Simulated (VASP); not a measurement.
# KTaO3 in VASP: notebook, part 2 of 2

VASP 6.6.1.

### 3 Single point, PBE (equal xx and yy strain of -2 %)

INCAR reads:

```
ALGO = Normal
EDIFF = 1E-6
ENCUT = 520
GGA = PE
ISIF = 2
ISMEAR = -1
LASPH = True
LCHARG = False
LREAL = False
LWAVE = False
NBANDS = 27
NELM = 100
PREC = Accurate
SIGMA = 0.01
```

KPOINTS reads:

```
k-points
0
Gamma
  5 5 5
```

POSCAR reads:

```
KTaO3
1.0
    3.9085340000      0.0000000000      0.0000000000
    0.0000000000      3.9085340000      0.0000000000
    0.0000000000      0.0000000000      3.9883000000
K Ta O
1 1 3
Direct
    0.5000000000      0.5000000000      0.5000000000
    0.0000000000      0.0000000000      0.0000000000
    0.5000000000      0.0000000000      0.0000000000
    0.0000000000      0.5000000000      0.0000000000
    0.0000000000      0.0000000000      0.5000000000
```

Potentials or basis: VASP PAW PBE potentials, release 64 (K_sv, Ta_pv, O).

Run with:

```bash
$ cat potpaw_PBE.64/K_sv/POTCAR potpaw_PBE.64/Ta_pv/POTCAR potpaw_PBE.64/O/POTCAR > POTCAR
$ mpirun -np 1 vasp_std > vasp.out
```

OUTCAR:

```text
EDIFF = 1E-6
   ENCUT = 520
   GGA = PE
   ISIF = 2
   ISMEAR = -1
   LASPH = True
   LREAL = False
   NELM = 100
   PREC = Accurate

 ion  position               nearest neighbor table
   1  0.500  0.500  0.500-   5 2.76   5 2.76   5 2.76   5 2.76   4 2.79   3 2.79   4 2.79   3 2.79
                             4 2.79   3 2.79   4 2.79   3 2.79   2 3.41   2 3.41   2 3.41   2 3.41
   2  0.000  0.000  0.000-   3 1.95   4 1.95   4 1.95   3 1.95   5 1.99   5 1.99   1 3.41   1 3.41
                             1 3.41   1 3.41   1 3.41   1 3.41   1 3.41   1 3.41
   3  0.500  0.000  0.000-   2 1.95   2 1.95   1 2.79   1 2.79   1 2.79   1 2.79
   4  0.000  0.500  0.000-   2 1.95   2 1.95   1 2.79   1 2.79   1 2.79   1 2.79
   5  0.000  0.000  0.500-   2 1.99   2 1.99   1 2.76   1 2.76   1 2.76   1 2.76

  LATTYP: Found a simple tetragonal cell.
 ALAT       =     3.9085340000
 C/A-ratio  =     1.0204081633

  Lattice vectors:

 A1 = (   3.9085340000,   0.0000000000,   0.0000000000)
 A2 = (   0.0000000000,   3.9085340000,   0.0000000000)
 A3 = (   0.0000000000,   0.0000000000,   3.9883000000)

Analysis of symmetry for initial positions (statically):
=====================================================================
 Subroutine PRICEL returns:
 Original cell was already a primitive cell.

 Routine SETGRP: Setting up the symmetry group for a
 simple tetragonal supercell.

 Subroutine GETGRP returns: Found 16 space group operations
 (whereof 16 operations were pure point group operations)
 out of a pool of 16 trial point group operations.

The static configuration has the point symmetry D_4h.

Analysis of symmetry for dynamics (positions and initial velocities):
=====================================================================
 Subroutine PRICEL returns:
 Original cell was already a primitive cell.

 Routine SETGRP: Setting up the symmetry group for a
 simple tetragonal supercell.
[... 117 lines left out ...]
   EMIN   =  10.00;   EMAX   =-10.00  energy-range for DOS
   EFERMI =   0.00;   METHOD = LEGACY
   ISMEAR =    -1;   SIGMA  =   0.01  broadening in eV -4-tet -1-fermi 0-gaus
   EFERMI_NEDOS =   21; number of points for ismear=-14 and -15
   IALGO  =     38    algorithm
   IMIX   =      4    mixing-type and parameters
     AMIX     =   0.40;   BMIX     =  1.00
     AMIX_MAG =   1.60;   BMIX_MAG =  1.00
  volume/ion in A,a.u.               =      12.19        82.23
  Fermi-wavevector in a.u.,A,eV,Ry     =   1.398720  2.643198 26.618683  1.956418
  Thomas-Fermi vector in A             =   2.521850
   LORBIT       =      0    0 simple, 1 ext, 2 COOP (PROOUT), +10 PAW based schemes
   GGA     = PE    functional components
[... 5 lines left out ...]
 non-spin polarized calculation
  energy-cutoff  :      520.00
  volume of cell :       60.93
 maximum number of plane-waves:      1650
 NGX is ok and might be reduce to    30
   NGX = 15   NGY = 15   NGZ = 15

 number of electron      37.9999997 magnetization

 Free energy of the ion-electron system (eV)
  ---------------------------------------------------
  ext. energy  EPLUGINS =         0.00000000
  ---------------------------------------------------
  free energy    TOTEN  =       -40.83133206 eV

  energy without entropy =      -40.83133206  energy(sigma->0) =      -40.83133206

 E-fermi :   2.1904     XC(G=0): -11.0858

 val. band max:        1.9706334525   @ k =   0.4000   0.4000   0.4000
 cond. band min:       4.3338465614   @ k =   0.0000   0.0000   0.0000
 fundamental gap:      2.3632131089
 Fermi energy:         2.1904049586

 k-point     1 :       0.0000    0.0000    0.0000
  band No.  band energies     occupation
      1     -31.8762      2.00000
      2     -31.8762      2.00000
      3     -31.8386      2.00000
      4     -25.2059      2.00000
      5     -15.6421      2.00000
      6     -14.9995      2.00000
[... 529 lines left out ...]
     26      13.6342      0.00000
     27      14.0452      0.00000

------------------------ aborting loop because EDIFF is reached ----------------------------------------

  FORCE on cell =-STRESS in cart. coord.  units (eV):
  Direction    XX          YY          ZZ          XY          YZ          ZX
  --------------------------------------------------------------------------------------
  -------------------------------------------------------------------------------------
  Total        7.1344643      7.1344643      3.7391254      0.0000000      0.0000000      0.0000000
  in kB      187.6101560    187.6101560     98.3252377      0.0000000      0.0000000      0.0000000
  external PRESSURE =     157.8485166 kB  Pullay stress =       0.0000000 kB

 VOLUME and BASIS-vectors are now :
 -----------------------------------------------------------------------------
  energy-cutoff  :      520.00
  volume of cell :       60.93
      direct lattice vectors                 reciprocal lattice vectors
     3.908534000  0.000000000  0.000000000     0.255850403  0.000000000  0.000000000
     0.000000000  3.908534000  0.000000000     0.000000000  0.255850403  0.000000000
     0.000000000  0.000000000  3.988300000     0.000000000  0.000000000  0.250733395

 POSITION                                       TOTAL-FORCE (eV/Angst)
 -----------------------------------------------------------------------------------
      1.95427      1.95427      1.99415         0.000000      0.000000      0.000000
      0.00000      0.00000      0.00000         0.000000      0.000000      0.000000
      1.95427      0.00000      0.00000         0.000000      0.000000      0.000000
      0.00000      1.95427      0.00000         0.000000      0.000000      0.000000
      0.00000      0.00000      1.99415         0.000000      0.000000      0.000000
 -----------------------------------------------------------------------------------
    total drift:                                0.000000     -0.000000      0.000000

  FREE ENERGIE OF THE ION-ELECTRON SYSTEM (eV)
  ---------------------------------------------------
  free  energy   TOTEN  =       -40.8313320642 eV

  energy  without entropy=      -40.8313320641  energy(sigma->0) =      -40.83133206
```

OSZICAR:

```text
N       E                     dE             d eps       ncg     rms          rms(c)
DAV:   1     0.325663078514E+03    0.32566E+03   -0.21111E+04   972   0.143E+03
DAV:   2    -0.301986348687E+02   -0.35586E+03   -0.34586E+03  1157   0.408E+02
DAV:   3    -0.484526232950E+02   -0.18254E+02   -0.18172E+02  1271   0.906E+01
DAV:   4    -0.492594367111E+02   -0.80681E+00   -0.80552E+00  1693   0.114E+01
DAV:   5    -0.492632975003E+02   -0.38608E-02   -0.38605E-02  1198   0.822E-01    0.369E+01
DAV:   6    -0.410036608113E+02    0.82596E+01   -0.32952E+01  1118   0.403E+01    0.142E+01
DAV:   7    -0.408900412110E+02    0.11362E+00   -0.15713E+00  1295   0.814E+00    0.100E+01
DAV:   8    -0.408487218112E+02    0.41319E-01   -0.34087E-01  1179   0.491E+00    0.317E+00
DAV:   9    -0.408322349752E+02    0.16487E-01   -0.32725E-02  1205   0.139E+00    0.433E-01
DAV:  10    -0.408312915476E+02    0.94343E-03   -0.10485E-02  1383   0.668E-01    0.579E-02
DAV:  11    -0.408313033758E+02   -0.11828E-04   -0.52192E-04  1312   0.155E-01    0.322E-02
DAV:  12    -0.408313267278E+02   -0.23352E-04   -0.42338E-05  1350   0.507E-02    0.110E-02
DAV:  13    -0.408313321797E+02   -0.54519E-05   -0.57064E-06  1299   0.169E-02    0.516E-03
DAV:  14    -0.408313320642E+02    0.11557E-06   -0.51203E-07   962   0.554E-03
   1 F= -.40831332E+02 E0= -.40831332E+02  d E =-.853433E-11
```

Run time: 16 s. Hardware: 1 thread of AMD EPYC 9R45 (Zen 5), shared host; peak memory 0.15 GiB.

Results:

| Quantity | Value |
| --- | --- |
| Free energy | -40.8313 eV |
| Pressure | 15.8 GPa |
| Band gap on the k mesh | 2.36 eV, indirect (least direct gap 2.83 eV) |

Levels at points of the mesh, in eV from the valence-band top:
| k point | band 17 | band 18 | band 19 | band 20 | band 21 | band 22 |
| --- | --- | --- | --- | --- | --- | --- |
| (0.00, 0.00, 0.00) | -0.50 | -0.47 | -0.47 | 2.36 | 2.36 | 2.39 |

Caveat: the cell differs from its parent crystal (equal xx and yy strain of -2 %); spin-orbit coupling is left out, which moves the levels of the heavy elements. A k mesh can miss the band edges.

### 4 Single point, PBE (equal xx and yy strain of +1 %)

INCAR reads:

```
PREC = Accurate
ENCUT = 520
EDIFF = 1E-6
ISMEAR = -1
SIGMA = 0.01
LREAL = F
LASPH = T
NELM = 60
ALGO = Normal
ISIF = 2
LWAVE = F
LCHARG = F
GGA = PE
NBANDS = 27
```

KPOINTS reads:

```
regular mesh
0
Gamma
  5 5 5
```

POSCAR, as its differences from that of step 3:

```diff
@@ -2,4 +2,4 @@
 1.0
-    3.9085340000      0.0000000000      0.0000000000
-    0.0000000000      3.9085340000      0.0000000000
+    4.0281830000      0.0000000000      0.0000000000
+    0.0000000000      4.0281830000      0.0000000000
     0.0000000000      0.0000000000      3.9883000000
```

Run with:

```bash
$ cat potpaw_PBE.64/K_sv/POTCAR potpaw_PBE.64/Ta_pv/POTCAR potpaw_PBE.64/O/POTCAR > POTCAR
$ mpirun -np 1 vasp_std > vasp.out
```

Wall time 16 s (1 thread of AMD EPYC 9R45 (Zen 5), shared host); peak memory 0.15 GiB.

The run converged. Its results:

- Free energy: -41.0535 eV
- Pressure: 2.0 GPa
- Band gap on the k mesh: 2.23 eV, indirect (least direct gap 2.74 eV)

Stress tensor (GPa, compression positive):
```
0.82 0.00 0.00
0.00 0.82 0.00
0.00 0.00 4.40
```

Levels at points of the mesh, in eV from the valence-band top:
```csv
k point,band 17,band 18,band 19,band 20,band 21,band 22
"(0.00, 0.00, 0.00)",-0.52,-0.52,-0.51,2.23,2.24,2.24
```

Caveat: the cell differs from its parent crystal (equal xx and yy strain of +1 %); spin-orbit coupling is left out, which moves the levels of the heavy elements. A k mesh can miss the band edges.

### 5 Single point, PBE (equal xx and yy strain of +3 %)

INCAR reads:

```
ALGO = Normal
EDIFF = 1E-7
ENCUT = 520
GGA = PE
ISIF = 2
ISMEAR = -1
LASPH = T
LCHARG = T
LELF = T
LREAL = F
LVHAR = T
LWAVE = F
NBANDS = 27
NELM = 100
PREC = Accurate
SIGMA = 0.01
```

KPOINTS reads:

```
k-points
0
Gamma
  5 5 5
```

POSCAR, as its differences from that of step 4:

```diff
@@ -2,4 +2,4 @@
 1.0
-    4.0281830000      0.0000000000      0.0000000000
-    0.0000000000      4.0281830000      0.0000000000
+    4.1079490000      0.0000000000      0.0000000000
+    0.0000000000      4.1079490000      0.0000000000
     0.0000000000      0.0000000000      3.9883000000
```

Run with:

```bash
$ cat potpaw_PBE.64/K_sv/POTCAR potpaw_PBE.64/Ta_pv/POTCAR potpaw_PBE.64/O/POTCAR > POTCAR
$ mpirun -np 1 vasp_std > vasp.out
```

Wall time 19 s (1 thread of AMD EPYC 9R45 (Zen 5), shared host); peak memory 0.16 GiB.

Results (log left out):

```yaml
Free_energy: -40.9958 eV
Pressure: -4.8 GPa
Band_gap_on_the_k_mesh: 2.10 eV, indirect (least direct gap 2.62 eV)
```

Stress tensor (GPa, compression positive):
```
-7.94  0.00  0.00
 0.00 -7.94  0.00
 0.00  0.00  1.39
```

Levels at points of the mesh, in eV from the valence-band top:
| k point | band 17 | band 18 | band 19 | band 20 | band 21 | band 22 |
| --- | --- | --- | --- | --- | --- | --- |
| (0.00, 0.00, 0.00) | -0.54 | -0.54 | -0.52 | 2.10 | 2.14 | 2.14 |

Caveat: the cell differs from its parent crystal (equal xx and yy strain of +3 %); spin-orbit coupling is left out, which moves the levels of the heavy elements. A k mesh can miss the band edges.

### 6 Single point, PBE (volume scaled by 0.96)

INCAR reads:

```
SYSTEM = KTaO3
ALGO = Normal ; EDIFF = 1E-6
ENCUT = 520 ; GGA = PE
ISIF = 2 ; ISMEAR = -1
LASPH = .True. ; LCHARG = .True.
LELF = .True. ; LREAL = .False.
LVHAR = .True. ; LWAVE = .False.
NBANDS = 27 ; NELM = 100
PREC = Accurate ; SIGMA = 0.01
```

KPOINTS reads:

```
k-points
0
Gamma
  5 5 5
  0 0 0
```

POSCAR, as its differences from that of step 5:

```diff
@@ -2,5 +2,5 @@
 1.0
-    4.1079490000      0.0000000000      0.0000000000
-    0.0000000000      4.1079490000      0.0000000000
-    0.0000000000      0.0000000000      3.9883000000
+    3.9343974464      0.0000000000      0.0000000000
+    0.0000000000      3.9343974464      0.0000000000
+    0.0000000000      0.0000000000      3.9343974464
 K Ta O
```

Potentials or basis: VASP PAW PBE potentials, release 64 (K_sv, Ta_pv, O).

Run with:

```bash
$ cat potpaw_PBE.64/K_sv/POTCAR potpaw_PBE.64/Ta_pv/POTCAR potpaw_PBE.64/O/POTCAR > POTCAR
$ mpirun -np 1 vasp_std > vasp.out
```

Wall time 35 s (1 thread of Intel Xeon 8259CL, shared host); peak memory 0.17 GiB.

Results (log left out):

| Property | Result |
| --- | --- |
| Free energy | -40.8519 eV |
| Pressure | 15.7 GPa |
| Band gap on the k mesh | 2.38 eV, indirect (least direct gap 2.86 eV) |

Levels at points of the mesh, in eV from the valence-band top:
```tsv
k point	band 16	band 17	band 18	band 19	band 20	band 21	band 22	band 23
(0.00, 0.00, 0.00)	-1.00	-0.48	-0.48	-0.48	2.38	2.38	2.38	7.08
```

Caveat: spin-orbit coupling is left out, which moves the levels of the heavy elements. A k mesh can miss the band edges.

### 7 Summary

| cell | gap on the mesh (eV) | pressure (GPa) |
| --- | --- | --- |
| a = 3.988 Å, 5 atoms | 2.28 | 6.1 |
| a = 3.909, b = 3.909, c = 3.988 Å, 5 atoms | 2.36 | 15.8 |
| a = 4.028, b = 4.028, c = 3.988 Å, 5 atoms | 2.23 | 2.0 |
| a = 4.108, b = 4.108, c = 3.988 Å, 5 atoms | 2.10 | -4.8 |
| a = 3.934 Å, 5 atoms | 2.38 | 15.7 |

Alike in all rows: task single point; level PBE; potentials or basis VASP PAW PBE potentials, release 64 (K_sv, Ta_pv, O); no spin polarisation; k mesh 5 × 5 × 5; cutoff (eV) 520; smearing fermi-dirac 0.01 eV.

Caveats: spin-orbit coupling is left out, which moves the levels of the heavy elements.

Absolute energies hang on the potentials; compare differences alone.
